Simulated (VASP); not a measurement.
# Ga3BAs4 (P-43m) in VASP: a series of runs

Runs on Ga3BAs4. Level: PBE. Tasks: relaxation of cell and atoms, single point.

Program: VASP 6.6.1. These are calculated values, not measurements. Logs are shortened: lines on timing, memory, paths and dates and some standing lists are left out, and cuts for length are marked.

### 1 The cell of the first run

The structure is cubic, space group P-43m (No. 215). Conventional cell: a = 5.416 Å, b = 5.416 Å, c = 5.416 Å, α = 90.00°, β = 90.00°, γ = 90.00°. Within 3.1 Å of Ga (site symmetry -42m) lie 4 As at 2.35 Å. Within 3.1 Å of B (site symmetry -43m) lie 4 As at 2.35 Å. As (site symmetry 3m) has 1 B at 2.35 Å and 3 Ga at 2.35 Å within 3.1 Å.

### 2 Relaxation of cell and atoms, PBE

Contents of INCAR:

```
SYSTEM = Ga3BAs4
ALGO = Normal ; EDIFF = 1E-6
EDIFFG = -0.04 ; ENCUT = 600
GGA = PE ; IBRION = 2
ISIF = 3 ; ISMEAR = 0
LASPH = .True. ; LCHARG = .False.
LREAL = .False. ; LWAVE = .False.
NELM = 80 ; NSW = 90
PREC = Accurate ; SIGMA = 0.1
```

Contents of KPOINTS:

```
k-points
0
Gamma
  4 4 4
  0 0 0
```

Contents of POSCAR:

```
Ga3BAs4
1.0
    5.4157579200      0.0000000000      0.0000000000
    0.0000000000      5.4157579200      0.0000000000
    0.0000000000      0.0000000000      5.4157579200
Ga B As
3 1 4
Direct
    0.0000000000      0.0000000000      0.5000000000
    0.0000000000      0.5000000000      0.0000000000
    0.5000000000      0.0000000000      0.0000000000
    0.5000000000      0.5000000000      0.5000000000
    0.7500000000      0.7500000000      0.7500000000
    0.7500000000      0.2500000000      0.2500000000
    0.2500000000      0.7500000000      0.2500000000
    0.2500000000      0.2500000000      0.7500000000
```

Potentials or basis: VASP PAW PBE potentials, release 64 (Ga_d, B, As).

Run with:

```console
> cat potpaw_PBE.64/Ga_d/POTCAR potpaw_PBE.64/B/POTCAR potpaw_PBE.64/As/POTCAR > POTCAR
> mpirun -np 1 vasp_std > vasp.out
```

OUTCAR:

```text
SYSTEM = Ga3BAs4
   EDIFF = 1E-6
   EDIFFG = -0.04
   ENCUT = 600
   GGA = PE
   IBRION = 2
   ISIF = 3
   ISMEAR = 0
   LASPH = .True.
   LREAL = .False.
   NELM = 80
   NSW = 90
   PREC = Accurate

 ion  position               nearest neighbor table
   1  0.000  0.000  0.500-   5 2.35   6 2.35   7 2.35   8 2.35
   2  0.000  0.500  0.000-   5 2.35   6 2.35   7 2.35   8 2.35
   3  0.500  0.000  0.000-   5 2.35   6 2.35   7 2.35   8 2.35
   4  0.500  0.500  0.500-   5 2.35   6 2.35   7 2.35   8 2.35
   5  0.750  0.750  0.750-   1 2.35   2 2.35   3 2.35   4 2.35
   6  0.750  0.250  0.250-   1 2.35   2 2.35   3 2.35   4 2.35
   7  0.250  0.750  0.250-   1 2.35   2 2.35   3 2.35   4 2.35
   8  0.250  0.250  0.750-   1 2.35   2 2.35   3 2.35   4 2.35

  LATTYP: Found a simple cubic cell.
 ALAT       =     5.4157579200

  Lattice vectors:

 A1 = (   5.4157579200,   0.0000000000,   0.0000000000)
 A2 = (   0.0000000000,   5.4157579200,   0.0000000000)
 A3 = (   0.0000000000,   0.0000000000,   5.4157579200)

Analysis of symmetry for initial positions (statically):
=====================================================================
 Subroutine PRICEL returns:
 Original cell was already a primitive cell.

 Routine SETGRP: Setting up the symmetry group for a
 simple cubic supercell.

 Subroutine GETGRP returns: Found 24 space group operations
 (whereof 24 operations were pure point group operations)
 out of a pool of 48 trial point group operations.

The static configuration has the point symmetry T_d .

Analysis of symmetry for dynamics (positions and initial velocities):
=====================================================================
 Subroutine PRICEL returns:
 Original cell was already a primitive cell.

 Routine SETGRP: Setting up the symmetry group for a
 simple cubic supercell.

 Subroutine GETGRP returns: Found 24 space group operations
 (whereof 24 operations were pure point group operations)
 out of a pool of 48 trial point group operations.

The dynamic configuration has the point symmetry T_d .

 Subroutine INISYM returns: Found 24 space group operations
 (whereof 24 operations are pure point group operations),
 and found     1 'primitive' translations

----------------------------------------------------------------------------------------

                                     Primitive cell

  volume of cell :     158.8465

  direct lattice vectors                    reciprocal lattice vectors
     5.415757920  0.000000000  0.000000000     0.184646362  0.000000000  0.000000000
     0.000000000  5.415757920  0.000000000     0.000000000  0.184646362  0.000000000
     0.000000000  0.000000000  5.415757920     0.000000000  0.000000000  0.184646362

  length of vectors
     5.415757920  5.415757920  5.415757920     0.184646362  0.184646362  0.184646362
[... 67 lines left out ...]
   NGXF,Y,Z  is equivalent  to a cutoff of  29.47, 29.47, 29.47 a.u.
 SYSTEM =  Ga3BAs4
   PREC   = accura    normal or accurate (medium, high low for compatibility)
   ISTART =      0    job   : 0-new  1-cont  2-samecut
   ICHARG =      2    charge: 1-file 2-atom 10-const
   ISPIN  =      1    spin polarized calculation?
   LNONCOLLINEAR =      F non collinear calculations
   LSORBIT =      F    spin-orbit coupling
   LASPH  =      T    aspherical Exc in radial PAW
   ENCUT  =  600.0 eV  44.10 Ry    6.64 a.u.  10.82 10.82 10.82*2*pi/ulx,y,z
   NELM   =     80;   NELMIN=  2; NELMDL= -5     # of ELM steps
   EDIFF  = 0.1E-05   stopping-criterion for ELM
   LREAL  =      F    real-space projection
   EDIFFG = -.4E-01   stopping-criterion for IOM
   NSW    =     90    number of steps for IOM
   IBRION =      2    ionic relax: 0-MD 1-quasi-New 2-CG
   NFREE  =      1    steps in history (QN), initial steepest desc. (CG)
   ISIF   =      3    stress and relaxation
   ISYM   =      2    0-nonsym 1-usesym 2-fastsym
   POTIM  = 0.5000    time-step for ionic-motion
   TEBEG  =    0.0;   TEEND  =   0.0 temperature during run
   PSTRESS=    0.0 pullay stress
   NELECT =      62.0000    total number of electrons
   NUPDOWN=      -1.0000    fix difference up-down
   EMIN   =  10.00;   EMAX   =-10.00  energy-range for DOS
   EFERMI =   0.00;   METHOD = LEGACY
   ISMEAR =     0;   SIGMA  =   0.10  broadening in eV -4-tet -1-fermi 0-gaus
   EFERMI_NEDOS =   21; number of points for ismear=-14 and -15
   IALGO  =     38    algorithm
   IMIX   =      4    mixing-type and parameters
     AMIX     =   0.40;   BMIX     =  1.00
     AMIX_MAG =   1.60;   BMIX_MAG =  1.00
  volume/ion in A,a.u.               =      19.86       133.99
  Fermi-wavevector in a.u.,A,eV,Ry     =   1.196408  2.260884 19.475288  1.431393
  Thomas-Fermi vector in A             =   2.332350
   LORBIT       =      0    0 simple, 1 ext, 2 COOP (PROOUT), +10 PAW based schemes
   GGA     = PE    functional components
   LHFCALC =     F    Hartree Fock is set to
   AEXX    =    0.0000 exact exchange contribution
   IVDW    =     0    specifies the selected vdW correction
   LEPSILON=     F    determine dielectric tensor
   LRPA    =     F    only Hartree local field effects (RPA)
 conjugate gradient relaxation of ions
 non-spin polarized calculation
 Gauss-broadening in eV      SIGMA  =   0.10
  energy-cutoff  :      600.00
  volume of cell :      158.85
 maximum number of plane-waves:      5400
 NGX is ok and might be reduce to    48
   NGX = 21   NGY = 21   NGZ = 21

--------------------------------------- Ionic step        1  -------------------------------------------

 number of electron      62.0000019 magnetization

 Free energy of the ion-electron system (eV)
  ---------------------------------------------------
  ext. energy  EPLUGINS =         0.00000000
  ---------------------------------------------------
  free energy    TOTEN  =       -34.03739987 eV

  energy without entropy =      -34.03737332  energy(sigma->0) =      -34.03738660

 E-fermi :   4.8122     XC(G=0):  -9.8946

 val. band max:        4.5830948754   @ k =   0.0000   0.0000   0.0000
 cond. band min:       5.0181876214   @ k =   0.5000   0.5000   0.5000
 fundamental gap:      0.4350927460
 Fermi energy:         4.8122202948

 k-point     1 :       0.0000    0.0000    0.0000
  band No.  band energies     occupation
      1     -10.5661      2.00000
      2     -10.5661      2.00000
      3     -10.5661      2.00000
      4     -10.4139      2.00000
      5     -10.4139      2.00000
      6     -10.4139      2.00000
[... 598 lines left out ...]
--------------------------------------- Ionic step        6  -------------------------------------------

 number of electron      61.9999997 magnetization

 Free energy of the ion-electron system (eV)
  ---------------------------------------------------
  ext. energy  EPLUGINS =         0.00000000
  ---------------------------------------------------
  free energy    TOTEN  =       -35.30121412 eV

  energy without entropy =      -35.30121113  energy(sigma->0) =      -35.30121262

 E-fermi :   4.3633     XC(G=0):  -9.6495

 val. band max:        4.0903639365   @ k =   0.0000   0.0000   0.0000
 cond. band min:       4.6174282846   @ k =   0.5000   0.5000   0.5000
 fundamental gap:      0.5270643480
 Fermi energy:         4.3632973492

 k-point     1 :       0.0000    0.0000    0.0000
  band No.  band energies     occupation
      1     -10.8049      2.00000
      2     -10.8049      2.00000
      3     -10.8049      2.00000
      4     -10.7111      2.00000
      5     -10.7002      2.00000
      6     -10.7002      2.00000
[... 424 lines left out ...]
  FREE ENERGIE OF THE ION-ELECTRON SYSTEM (eV)
  ---------------------------------------------------
  free  energy   TOTEN  =       -35.3012141216 eV

  energy  without entropy=      -35.3012111273  energy(sigma->0) =      -35.30121262

 reached required accuracy - stopping structural energy minimisation
```

CONTCAR:

```text
Ga3BAs4
   1.00000000000000
     5.5194741786757184   -0.0000000000000000    0.0000000000000000
     0.0000000000000000    5.5194741786757184   -0.0000000000000000
    -0.0000000000000000    0.0000000000000000    5.5194741786757184
  Ga              B               As
     3     1     4
Direct
     0.0000000000000000    0.0000000000000000    0.5000000000000000
     0.0000000000000000    0.5000000000000000    0.0000000000000000
     0.5000000000000000    0.0000000000000000    0.0000000000000000
     0.5000000000000000    0.5000000000000000    0.5000000000000000
     0.7275598936634174    0.7275598936634174    0.7275598936634174
     0.7275598936634174    0.2724401063365825    0.2724401063365824
     0.2724401063365824    0.7275598936634174    0.2724401063365825
     0.2724401063365825    0.2724401063365824    0.7275598936634174

  0.00000000E+00  0.00000000E+00  0.00000000E+00
  0.00000000E+00  0.00000000E+00  0.00000000E+00
  0.00000000E+00  0.00000000E+00  0.00000000E+00
  0.00000000E+00  0.00000000E+00  0.00000000E+00
  0.00000000E+00  0.00000000E+00  0.00000000E+00
  0.00000000E+00  0.00000000E+00  0.00000000E+00
  0.00000000E+00  0.00000000E+00  0.00000000E+00
  0.00000000E+00  0.00000000E+00  0.00000000E+00
```

Wall time 12 min (1 thread of Intel Xeon 8259CL, shared host); peak memory 0.38 GiB.

What came out:

```yaml
Free_energy: -35.3012 eV
Relaxed_volume: 21.02 Å³/atom
Relaxed_cell: a = 5.519 Å, b = 5.519 Å, c = 5.519 Å, α = 90.00°, β = 90.00°, γ = 90.00°
Space_group_after_relaxing_to_0.1_Å: P-43m (No. 215)
Energy_gained_by_relaxing: 158.0 meV/atom
Ionic_steps: 6
Pressure_after_relaxing: -0.2 GPa
Band_gap_on_the_k_mesh: 0.53 eV (least direct gap 0.58 eV)
```

The path:
| step | energy change (eV) | largest force (eV/Å) | pressure (GPa) | volume (Å³) |
| --- | --- | --- | --- | --- |
| 1 | 0.0000 | 2.5512 | 7.04 | 158.85 |
| 2 | -0.9362 | 0.8639 | -3.89 | 179.77 |
| 3 | -0.9397 | 0.9568 | -3.43 | 178.30 |
| 4 | -1.2351 | 0.3084 | -1.29 | 170.95 |
| 5 | -1.2636 | 0.0484 | -0.03 | 167.91 |
| 6 | -1.2638 | 0.0185 | -0.16 | 168.15 |

Final structure:
```yaml
crystal:
  lattice:
    - [5.51947, 0.00000, 0.00000]
    - [0.00000, 5.51947, 0.00000]
    - [0.00000, 0.00000, 5.51947]
  atoms:
    - { symbol: Ga, position: [0.00000, 0.00000, 0.50000] }
    - { symbol: Ga, position: [0.00000, 0.50000, 0.00000] }
    - { symbol: Ga, position: [0.50000, 0.00000, 0.00000] }
    - { symbol: B, position: [0.50000, 0.50000, 0.50000] }
    - { symbol: As, position: [0.72756, 0.72756, 0.72756] }
    - { symbol: As, position: [0.72756, 0.27244, 0.27244] }
    - { symbol: As, position: [0.27244, 0.72756, 0.27244] }
    - { symbol: As, position: [0.27244, 0.27244, 0.72756] }
```

Levels at points of the mesh, in eV from the valence-band top:
```csv
k point,band 28,band 29,band 30,band 31,band 32,band 33,band 34,band 35
"(0.00, 0.00, 0.00)",-2.59,0.00,0.00,0.00,0.58,1.20,1.20,1.42
"(0.50, 0.00, 0.00)",-2.13,-2.13,-1.28,-1.28,1.59,1.83,3.13,3.17
"(0.50, 0.50, 0.00)",-1.70,-1.70,-1.28,-0.57,1.80,2.29,3.20,3.20
"(0.50, 0.50, 0.50)",-0.96,-0.96,-0.71,-0.71,0.53,1.02,1.02,1.02
```

Caveat: semilocal functionals underestimate gaps, and a narrow one can read as zero. A k mesh can miss the band edges.

### 3 Single point, PBE

This run uses another cell than the first one, of 20.93 Å³/atom.

Contents of INCAR:

```
PREC = Accurate ; ENCUT = 520
EDIFF = 1E-7 ; ISMEAR = 0
SIGMA = 0.02 ; LREAL = F
LASPH = T ; NELM = 80
ALGO = Normal ; ISIF = 2
LWAVE = F ; LCHARG = F
GGA = PE ; NBANDS = 41
```

Contents of KPOINTS:

```
regular mesh
0
Gamma
  8 8 8
```

Contents of POSCAR:

```
Ga3BAs4
1.0
    5.5117447626      0.0000000000      0.0000000000
    0.0000000000      5.5117447626      0.0000000000
    0.0000000000      0.0000000000      5.5117447626
Ga B As
3 1 4
Direct
    0.0000000000      0.0000000000      0.5000000000
    0.0000000000      0.5000000000      0.0000000000
    0.5000000000      0.0000000000      0.0000000000
    0.5000000000      0.5000000000      0.5000000000
    0.7276696443      0.7276696443      0.7276696443
    0.7276696443      0.2723303557      0.2723303557
    0.2723303557      0.7276696443      0.2723303557
    0.2723303557      0.2723303557      0.7276696443
```

Potentials or basis: VASP PAW PBE potentials, release 64 (Ga_d, B, As).

Run with:

```console
> cat potpaw_PBE.64/Ga_d/POTCAR potpaw_PBE.64/B/POTCAR potpaw_PBE.64/As/POTCAR > POTCAR
> mpirun -np 1 vasp_std > vasp.out
```

Run time: 8 min. Hardware: 1 thread of Intel Xeon 8259CL, shared host; peak memory 0.38 GiB.

Results (log left out):

- Free energy: -35.3286 eV
- Pressure: 0.2 GPa
- Band gap on the k mesh: 0.54 eV (least direct gap 0.61 eV)

Levels at points of the mesh, in eV from the valence-band top:
```csv
k point,band 28,band 29,band 30,band 31,band 32,band 33,band 34,band 35
"(0.00, 0.00, 0.00)",-2.60,0.00,0.00,0.00,0.61,1.20,1.20,1.42
"(0.50, 0.00, 0.00)",-2.14,-2.14,-1.29,-1.29,1.59,1.83,3.15,3.19
"(0.50, 0.50, 0.00)",-1.71,-1.71,-1.29,-0.58,1.82,2.30,3.22,3.22
"(0.50, 0.50, 0.50)",-0.97,-0.97,-0.71,-0.71,0.54,1.04,1.04,1.04
```

Caveat: semilocal functionals underestimate gaps, and a narrow one can read as zero.
